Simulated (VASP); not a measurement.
# BeTe (F-43m) in VASP: notebook, part 2 of 2

VASP 6.6.1.

**3. Single point, r2SCAN**

This run uses another cell than the first one, of 23.08 Å³/atom, 1.020 times its volume.

Contents of POSCAR:

```
BeTe
1.0
    0.0000000000      2.8471721000      2.8471721000
    2.8471721000      0.0000000000      2.8471721000
    2.8471721000      2.8471721000      0.0000000000
Be Te
1 1
Direct
    0.0000000000      0.0000000000      0.0000000000
    0.2500000000      0.2500000000      0.2500000000
```

Contents of INCAR.step1:

```
PREC = Accurate
ENCUT = 520
ISMEAR = -1
SIGMA = 0.02
LREAL = F
LASPH = T
NELM = 100
NBANDS = 11
GGA = PE
ALGO = Normal
EDIFF = 1E-4
LWAVE = T
LCHARG = F
```

Contents of INCAR.step2:

```
PREC = Accurate
ENCUT = 520
EDIFF = 1E-6
ISMEAR = -1
SIGMA = 0.02
LREAL = F
LASPH = T
NELM = 100
ALGO = Normal
ISIF = 2
LWAVE = F
LCHARG = F
METAGGA = R2SCAN
LMIXTAU = T
NBANDS = 11
ISTART = 1
```

Contents of KPOINTS:

```
Automatic mesh
0
Gamma
  8 8 8
```

Potentials or basis: VASP PAW PBE potentials, release 64 (Be, Te).

Launch:

```console
> cat potpaw_PBE.64/Be/POTCAR potpaw_PBE.64/Te/POTCAR > POTCAR
> cp INCAR.step1 INCAR
> mpirun -np 1 vasp_std > vasp.out
> cp INCAR.step2 INCAR
> mpirun -np 1 vasp_std > vasp.out
```

OUTCAR:

```text
PREC = Accurate
   ENCUT = 520
   EDIFF = 1E-6
   ISMEAR = -1
   LREAL = F
   LASPH = T
   NELM = 100
   ISIF = 2
   METAGGA = R2SCAN
   ISTART = 1

 ion  position               nearest neighbor table
   1  0.000  0.000  0.000-   2 2.47   2 2.47   2 2.47   2 2.47
   2  0.250  0.250  0.250-   1 2.47   1 2.47   1 2.47   1 2.47

  LATTYP: Found a face centered cubic cell.
 ALAT       =     5.6943442000

  Lattice vectors:

 A1 = (   0.0000000000,   2.8471721000,   2.8471721000)
 A2 = (   2.8471721000,   0.0000000000,   2.8471721000)
 A3 = (   2.8471721000,   2.8471721000,   0.0000000000)

Analysis of symmetry for initial positions (statically):
=====================================================================
 Subroutine PRICEL returns:
 Original cell was already a primitive cell.

 Routine SETGRP: Setting up the symmetry group for a
 face centered cubic supercell.

 Subroutine GETGRP returns: Found 24 space group operations
 (whereof 24 operations were pure point group operations)
 out of a pool of 48 trial point group operations.

The static configuration has the point symmetry T_d .

Analysis of symmetry for dynamics (positions and initial velocities):
=====================================================================
 Subroutine PRICEL returns:
 Original cell was already a primitive cell.

 Routine SETGRP: Setting up the symmetry group for a
 face centered cubic supercell.

 Subroutine GETGRP returns: Found 24 space group operations
 (whereof 24 operations were pure point group operations)
 out of a pool of 48 trial point group operations.

The dynamic configuration has the point symmetry T_d .

 Subroutine INISYM returns: Found 24 space group operations
 (whereof 24 operations are pure point group operations),
 and found     1 'primitive' translations

----------------------------------------------------------------------------------------

                                     Primitive cell

  volume of cell :      46.1606
[... 111 lines left out ...]
  Fermi-wavevector in a.u.,A,eV,Ry     =   0.912741  1.724831 11.334972  0.833097
  Thomas-Fermi vector in A             =   2.037172
   LORBIT       =      0    0 simple, 1 ext, 2 COOP (PROOUT), +10 PAW based schemes
   METAGGA = R2SCAN    functional components
   LHFCALC =     F    Hartree Fock is set to
   AEXX    =    0.0000 exact exchange contribution
   IVDW    =     0    specifies the selected vdW correction
   LEPSILON=     F    determine dielectric tensor
   LRPA    =     F    only Hartree local field effects (RPA)
 non-spin polarized calculation
  energy-cutoff  :      520.00
  volume of cell :       46.16
 maximum number of plane-waves:      1259
 NGX is ok and might be reduce to    30
   NGX = 15   NGY = 15   NGZ = 15

 number of electron       8.0000001 magnetization

 Free energy of the ion-electron system (eV)
  ---------------------------------------------------
  ext. energy  EPLUGINS =         0.00000000
  ---------------------------------------------------
  free energy    TOTEN  =       -30.68269919 eV

  energy without entropy =      -30.68269919  energy(sigma->0) =      -30.68269919

 E-fermi :   4.9815     XC(G=0):  -9.3414

 val. band max:        4.5690717169   @ k =   0.0000   0.0000   0.0000
 cond. band min:       6.9847817904   @ k =   0.5000   0.5000   0.0000
 fundamental gap:      2.4157100735
 Fermi energy:         4.9814534182

 k-point     1 :       0.0000    0.0000    0.0000
  band No.  band energies     occupation
      1      -7.9942      2.00000
      2       4.5691      2.00000
      3       4.5691      2.00000
      4       4.5691      2.00000
      5       8.6183      0.00000
      6       8.6183      0.00000
      7       8.6183      0.00000
      8       8.8234      0.00000
      9      13.5455      0.00000
     10      15.2513      0.00000
     11      15.2513      0.00000
[... 309 lines left out ...]
 k-point    24 :      -0.3750    0.2500    0.1250
  band No.  band energies     occupation
      1      -6.3923      2.00000
      2      -0.5635      2.00000
      3       1.6979      2.00000
      4       2.6994      2.00000
      5       9.2427      0.00000
      6       9.3489      0.00000
      7      11.7369      0.00000
      8      12.8880      0.00000
      9      13.5686      0.00000
     10      16.7865      0.00000
     11      17.1423      0.00000

 [... further k-points ...]
[... 5 lines left out ...]
  --------------------------------------------------------------------------------------
  -------------------------------------------------------------------------------------
  Total       -0.2812333     -0.2812333     -0.2812333      0.0000000      0.0000000      0.0000000
  in kB       -9.7612650     -9.7612650     -9.7612650      0.0000000      0.0000000      0.0000000
  external PRESSURE =      -9.7612650 kB  Pullay stress =       0.0000000 kB

 VOLUME and BASIS-vectors are now :
 -----------------------------------------------------------------------------
  energy-cutoff  :      520.00
  volume of cell :       46.16
      direct lattice vectors                 reciprocal lattice vectors
     0.000000000  2.847172100  2.847172100    -0.175612848  0.175612848  0.175612848
     2.847172100  0.000000000  2.847172100     0.175612848 -0.175612848  0.175612848
     2.847172100  2.847172100  0.000000000     0.175612848  0.175612848 -0.175612848

 POSITION                                       TOTAL-FORCE (eV/Angst)
 -----------------------------------------------------------------------------------
      0.00000      0.00000      0.00000        -0.000000     -0.000000     -0.000000
      1.42359      1.42359      1.42359         0.000000      0.000000      0.000000
 -----------------------------------------------------------------------------------
    total drift:                                0.000000      0.000000      0.000000

  FREE ENERGIE OF THE ION-ELECTRON SYSTEM (eV)
  ---------------------------------------------------
  free  energy   TOTEN  =       -30.6826991928 eV

  energy  without entropy=      -30.6826991927  energy(sigma->0) =      -30.68269919
```

OSZICAR.step1:

```text
N       E                     dE             d eps       ncg     rms          rms(c)
DAV:   1     0.188488643146E+02    0.18849E+02   -0.33150E+03   638   0.584E+02
DAV:   2    -0.657070839040E+01   -0.25420E+02   -0.24584E+02   797   0.920E+01
DAV:   3    -0.772046949996E+01   -0.11498E+01   -0.11474E+01   877   0.204E+01
DAV:   4    -0.773179114442E+01   -0.11322E-01   -0.11321E-01   787   0.225E+00
DAV:   5    -0.773204177342E+01   -0.25063E-03   -0.25063E-03   832   0.313E-01    0.393E+00
DAV:   6    -0.764788385912E+01    0.84158E-01   -0.96081E-02   731   0.124E+00    0.237E+00
DAV:   7    -0.762196115042E+01    0.25923E-01   -0.88548E-02   746   0.130E+00    0.423E-01
DAV:   8    -0.762270206324E+01   -0.74091E-03   -0.55344E-03   713   0.423E-01    0.708E-02
DAV:   9    -0.762294843251E+01   -0.24637E-03   -0.30507E-04   767   0.103E-01    0.276E-02
DAV:  10    -0.762301094029E+01   -0.62508E-04   -0.76510E-05   694   0.449E-02
   1 F= -.76230109E+01 E0= -.76230109E+01  d E =-.654924E-11
```

It took 48 s on 1 thread of Intel Xeon Platinum 8259CL at 2.50GHz (Skylake/Cascade Lake), shared host; peak memory 0.17 GiB.

Results:

```yaml
Free_energy: -30.6827 eV
Pressure: -1.0 GPa
Band_gap_on_the_k_mesh: 2.42 eV, indirect (least direct gap 4.05 eV)
```

Levels at points of the mesh, in eV from the valence-band top:
| k point | band 2 | band 3 | band 4 | band 5 | band 6 | band 7 |
| --- | --- | --- | --- | --- | --- | --- |
| (0.00, 0.00, 0.00) | 0.00 | 0.00 | 0.00 | 4.05 | 4.05 | 4.05 |
| (0.50, 0.00, 0.00) | -5.55 | -1.12 | -1.12 | 3.46 | 5.03 | 5.03 |
| (0.50, 0.50, 0.00) | -5.16 | -2.62 | -2.62 | 2.42 | 3.03 | 10.36 |

Caveat: the PAW data sets were made with another functional, which shifts forces and pressure a little; spin-orbit coupling is left out, which moves the levels of the heavy elements.

**4. Single point, r2SCAN**

This run uses another cell than the first one, of 23.53 Å³/atom, 1.040 times its volume.

Contents of POSCAR:

```
BeTe
1.0
    0.0000000000      2.8656607500      2.8656607500
    2.8656607500      0.0000000000      2.8656607500
    2.8656607500      2.8656607500      0.0000000000
Be Te
1 1
Direct
    0.0000000000      0.0000000000      0.0000000000
    0.2500000000      0.2500000000      0.2500000000
```

Contents of INCAR.step1:

```
  PREC = Accurate
  ENCUT = 520
  ISMEAR = -1
  SIGMA = 0.02
  LREAL = False
  LASPH = True
  NELM = 100
  NBANDS = 11
  GGA = PE
  ALGO = Normal
  EDIFF = 1E-4
  LWAVE = True
  LCHARG = False
```

Contents of INCAR.step2:

```
  PREC = Accurate
  ENCUT = 520
  EDIFF = 1E-7
  ISMEAR = -1
  SIGMA = 0.02
  LREAL = False
  LASPH = True
  NELM = 100
  ALGO = Normal
  ISIF = 2
  LWAVE = False
  LCHARG = True
  METAGGA = R2SCAN
  LMIXTAU = True
  LELF = True
  LVHAR = True
  NBANDS = 11
  ISTART = 1
```

Contents of KPOINTS:

```
regular mesh
0
Gamma
  8 8 8
```

Launch:

```console
> cat potpaw_PBE.64/Be/POTCAR potpaw_PBE.64/Te/POTCAR > POTCAR
> cp INCAR.step1 INCAR
> mpirun -np 1 vasp_std > vasp.out
> cp INCAR.step2 INCAR
> mpirun -np 1 vasp_std > vasp.out
```

Run time: 72 s. Hardware: 1 thread of Intel Xeon Platinum 8259CL at 2.50GHz (Skylake/Cascade Lake), shared host; peak memory 0.18 GiB.

The run converged. Its results:

| Quantity | Value |
| --- | --- |
| Free energy | -30.6743 eV |
| Pressure | -2.0 GPa |
| Band gap on the k mesh | 2.46 eV, indirect (least direct gap 4.07 eV) |

Levels at points of the mesh, in eV from the valence-band top:
| k point | band 1 | band 2 | band 3 | band 4 | band 5 | band 6 | band 7 | band 8 | band 9 |
| --- | --- | --- | --- | --- | --- | --- | --- | --- | --- |
| (0.00, 0.00, 0.00) | -12.44 | 0.00 | 0.00 | 0.00 | 4.07 | 4.07 | 4.07 | 4.10 | 8.94 |
| (0.50, 0.00, 0.00) | -11.13 | -5.42 | -1.08 | -1.08 | 3.41 | 5.04 | 5.04 | 8.47 | 11.51 |
| (0.50, 0.50, 0.00) | -10.64 | -5.06 | -2.55 | -2.55 | 2.46 | 3.06 | 10.23 | 10.23 | 12.19 |

Caveat: the PAW data sets were made with another functional, which shifts forces and pressure a little; spin-orbit coupling is left out, which moves the levels of the heavy elements.

**5. Single point, r2SCAN**

This run uses another cell than the first one, of 23.99 Å³/atom, 1.060 times its volume.

Contents of POSCAR:

```
BeTe
1.0
    0.0000000000      2.8839138600      2.8839138600
    2.8839138600      0.0000000000      2.8839138600
    2.8839138600      2.8839138600      0.0000000000
Be Te
1 1
Direct
    0.0000000000      0.0000000000      0.0000000000
    0.2500000000      0.2500000000      0.2500000000
```

Contents of INCAR.step1:

```
SYSTEM = BeTe
ALGO     = Normal         ! electronic algorithm
EDIFF    = 1E-4           ! SCF threshold, eV
ENCUT    = 520            ! plane-wave cutoff, eV
GGA      = PE             ! functional
ISMEAR   = -1             ! smearing method
LASPH    = .TRUE.         ! aspherical terms in the spheres
LCHARG   = .FALSE.        ! write CHGCAR
LREAL    = .FALSE.        ! projectors in reciprocal space
LWAVE    = .TRUE.         ! write WAVECAR
NBANDS   = 11             ! bands
NELM     = 100            ! most SCF steps
PREC     = Accurate       ! precision mode
SIGMA    = 0.02           ! smearing width, eV
```

Contents of INCAR.step2:

```
SYSTEM = BeTe
ALGO     = Normal         ! electronic algorithm
EDIFF    = 1E-7           ! SCF threshold, eV
ENCUT    = 520            ! plane-wave cutoff, eV
ISIF     = 2              ! what is computed and relaxed
ISMEAR   = -1             ! smearing method
ISTART   = 1            
LASPH    = .TRUE.         ! aspherical terms in the spheres
LCHARG   = .FALSE.        ! write CHGCAR
LMIXTAU  = .TRUE.       
LREAL    = .FALSE.        ! projectors in reciprocal space
LWAVE    = .FALSE.        ! write WAVECAR
METAGGA  = R2SCAN         ! meta-GGA
NBANDS   = 11             ! bands
NELM     = 100            ! most SCF steps
PREC     = Accurate       ! precision mode
SIGMA    = 0.02           ! smearing width, eV
```

Contents of KPOINTS:

```
k-points
0
G
  8 8 8
  0 0 0
```

Launch:

```console
> cat potpaw_PBE.64/Be/POTCAR potpaw_PBE.64/Te/POTCAR > POTCAR
> cp INCAR.step1 INCAR
> mpirun -np 1 vasp_std > vasp.out
> cp INCAR.step2 INCAR
> mpirun -np 1 vasp_std > vasp.out
```

Wall time 69 s (1 thread of Intel Xeon Platinum 8259CL at 2.50GHz (Skylake/Cascade Lake), shared host); peak memory 0.18 GiB.

The run converged. Its results:

| Item | Value |
| --- | --- |
| Free energy | -30.6602 eV |
| Pressure | -3.0 GPa |
| Band gap on the k mesh | 2.50 eV, indirect (least direct gap 3.96 eV) |

Levels at points of the mesh, in eV from the valence-band top:
```
           k point  band 1  band 2  band 3  band 4  band 5  band 6  band 7  band 8
(0.00, 0.00, 0.00)  -12.31    0.00    0.00    0.00    3.96    4.08    4.08    4.08
(0.50, 0.00, 0.00)  -11.05   -5.31   -1.05   -1.05    3.35    5.05    5.05    8.46
(0.50, 0.50, 0.00)  -10.59   -4.96   -2.48   -2.48    2.50    3.08   10.11   10.11
```

Caveat: the PAW data sets were made with another functional, which shifts forces and pressure a little; spin-orbit coupling is left out, which moves the levels of the heavy elements. r2SCAN opens gaps a little over a GGA but as a rule still falls short of measured ones.

**6. Relaxation of cell and atoms, r2SCAN**

This run uses another cell than the first one, of 21.25 Å³/atom, 0.939 times its volume.

Contents of POSCAR:

```
BeTe
1.0
    0.0000000000      2.7700000000      2.7700000000
    2.7700000000      0.0000000000      2.7700000000
    2.7700000000      2.7700000000      0.0000000000
Be Te
1 1
Direct
    0.0000000000      0.0000000000      0.0000000000
    0.2500000000      0.2500000000      0.2500000000
```

Contents of INCAR.step1:

```
SYSTEM = BeTe
ALGO     = Normal         ! electronic algorithm
EDIFF    = 1E-4           ! SCF threshold, eV
ENCUT    = 600            ! plane-wave cutoff, eV
GGA      = PE             ! functional
ISMEAR   = -1             ! smearing method
LASPH    = .True.         ! aspherical terms in the spheres
LCHARG   = .False.        ! write CHGCAR
LREAL    = .False.        ! projectors in reciprocal space
LWAVE    = .True.         ! write WAVECAR
NELM     = 80             ! most SCF steps
PREC     = Accurate       ! precision mode
SIGMA    = 0.02           ! smearing width, eV
```

Contents of INCAR.step2:

```
SYSTEM = BeTe
ALGO     = Normal         ! electronic algorithm
EDIFF    = 1E-6           ! SCF threshold, eV
EDIFFG   = -0.01          ! ionic threshold
ENCUT    = 600            ! plane-wave cutoff, eV
IBRION   = 2              ! ionic algorithm
ISIF     = 3              ! what is computed and relaxed
ISMEAR   = -1             ! smearing method
ISTART   = 1            
LASPH    = .True.         ! aspherical terms in the spheres
LCHARG   = .False.        ! write CHGCAR
LMIXTAU  = .True.       
LREAL    = .False.        ! projectors in reciprocal space
LWAVE    = .False.        ! write WAVECAR
METAGGA  = R2SCAN         ! meta-GGA
NELM     = 80             ! most SCF steps
NSW      = 80             ! ionic steps
PREC     = Accurate       ! precision mode
SIGMA    = 0.02           ! smearing width, eV
```

Contents of KPOINTS:

```
k-points
0
Gamma
  8 8 8
  0 0 0
```

Potentials or basis: VASP PAW PBE potentials, release 64 (Be, Te).

Launch:

```console
> cat potpaw_PBE.64/Be/POTCAR potpaw_PBE.64/Te/POTCAR > POTCAR
> cp INCAR.step1 INCAR
> mpirun -np 1 vasp_std > vasp.out
> cp INCAR.step2 INCAR
> mpirun -np 1 vasp_std > vasp.out
```

Wall time 84 s (1 thread of Intel Xeon Platinum 8259CL at 2.50GHz (Skylake/Cascade Lake), shared host); peak memory 0.2 GiB.

Results (log left out):

| Item | Value |
| --- | --- |
| Free energy | -30.6853 eV |
| Relaxed volume | 22.69 Å³/atom |
| Relaxed cell | a = 4.004 Å, b = 4.004 Å, c = 4.004 Å, α = 60.00°, β = 60.00°, γ = 60.00° |
| Space group after relaxing (to 0.05 Å) | F-43m (No. 216) |
| Energy gained by relaxing | 19.0 meV/atom |
| Ionic steps | 3 |
| Pressure after relaxing | 0.0 GPa |
| Band gap on the k mesh | 2.37 eV, indirect (least direct gap 4.03 eV) |

The path:
```
step  energy change (eV)  largest force (eV/Å)  pressure (GPa)  volume (Å³)
   1              0.0000                0.0000            4.44        42.51
   2             -0.0352                0.0000           -1.06        46.23
   3             -0.0380                0.0000            0.01        45.39
```

Final structure:
```
Be Te
1.0
     0.00000    2.83119    2.83119
     2.83119    0.00000    2.83119
     2.83119    2.83119    0.00000
Be Te
1 1
Cartesian
  0.0000 0.0000 0.0000
  1.4156 1.4156 1.4156
```

Levels at points of the mesh, in eV from the valence-band top:
| k point | band 2 | band 3 | band 4 | band 5 | band 6 | band 7 |
| --- | --- | --- | --- | --- | --- | --- |
| (0.00, 0.00, 0.00) | 0.00 | 0.00 | 0.00 | 4.03 | 4.03 | 4.03 |
| (0.50, 0.00, 0.00) | -5.66 | -1.14 | -1.14 | 3.51 | 5.02 | 5.02 |
| (0.50, 0.50, 0.00) | -5.25 | -2.68 | -2.68 | 2.37 | 3.01 | 10.47 |

Caveat: the PAW data sets were made with another functional, which shifts forces and pressure a little; spin-orbit coupling is left out, which moves the levels of the heavy elements. A k mesh can miss the band edges.

**7. The runs side by side**

```tsv
task	cell	cutoff (eV)	gap on the mesh (eV)	pressure (GPa)
single point	a = 4.000 Å, angles 60.0°, 2 atoms	520	2.37	0.2
single point	a = 4.027 Å, angles 60.0°, 2 atoms	520	2.42	-1.0
single point	a = 4.053 Å, angles 60.0°, 2 atoms	520	2.46	-2.0
single point	a = 4.078 Å, angles 60.0°, 2 atoms	520	2.50	-3.0
relaxation of cell and atoms	relaxed from a = 3.917 Å, angles 60.0°, 2 atoms	600	2.37	0.0
```

Alike in all rows: level r2SCAN; potentials or basis VASP PAW PBE potentials, release 64 (Be, Te); no spin polarisation; k mesh 8 × 8 × 8; smearing fermi-dirac 0.02 eV.

Caveats: the PAW data sets were made with another functional, which shifts forces and pressure a little; spin-orbit coupling is left out, which moves the levels of the heavy elements.

Absolute energies hang on the potentials; compare differences alone.
